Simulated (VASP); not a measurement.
# Be3TeSe2: single point with PBE

Be3TeSe2:

```
Be Te Se
1.0
     6.04594    0.00000    0.00000
    -3.02297    5.23594    0.00000
     0.00000    0.00000    3.27183
Be Te Se
3 1 2
Direct
  0.50000 0.00000 0.50000
  0.50000 0.50000 0.50000
  0.00000 0.50000 0.50000
  0.00000 0.00000 0.00000
  0.33333 0.66667 0.00000
  0.66667 0.33333 0.00000
```

The cell was generated, and may not be a known phase.

```yaml
Program: VASP 6.6.1
Task: single point
Functional: PBE
Potentials_or_basis: VASP PAW PBE potentials, release 64 (Be, Te, Se)
Cutoff: 520 eV
k_mesh: 3 × 3 × 6
Occupations: gaussian, width 0.1 eV
Spin: no spin polarisation
Dipole_correction: no
Further_INCAR_settings: ALGO = Normal; EDIFF = 1e-06; NBANDS = 21
```

The pressure is 0.3 GPa. The band gap on the k mesh is zero (bands 12 and 13 overlap by 2.30 eV).

Stress tensor (GPa, compression positive):
```
 2.07  0.00  0.00
 0.00  2.07  0.00
 0.00  0.00 -3.31
```

Levels at points of the mesh, in eV from the Fermi level:
```
           k point  band 9  band 10  band 11  band 12  band 13  band 14  band 15  band 16
(0.00, 0.00, 0.00)   -1.01    -0.90    -0.90     1.05     2.67     2.96     4.09     4.09
(0.00, 0.00, 0.50)   -3.30    -3.30    -0.61    -0.61    -0.45    -0.45     0.76     0.76
```

Run time: 39 s on 1 thread of Intel Xeon 8259CL, with other jobs on the host, peak memory 0.23 GiB.

Caveat: the k points lie up to 0.40 Å⁻¹ apart, too coarse for converged energies and pressures of a metal; spin-orbit coupling is left out, which moves the levels of the heavy elements.
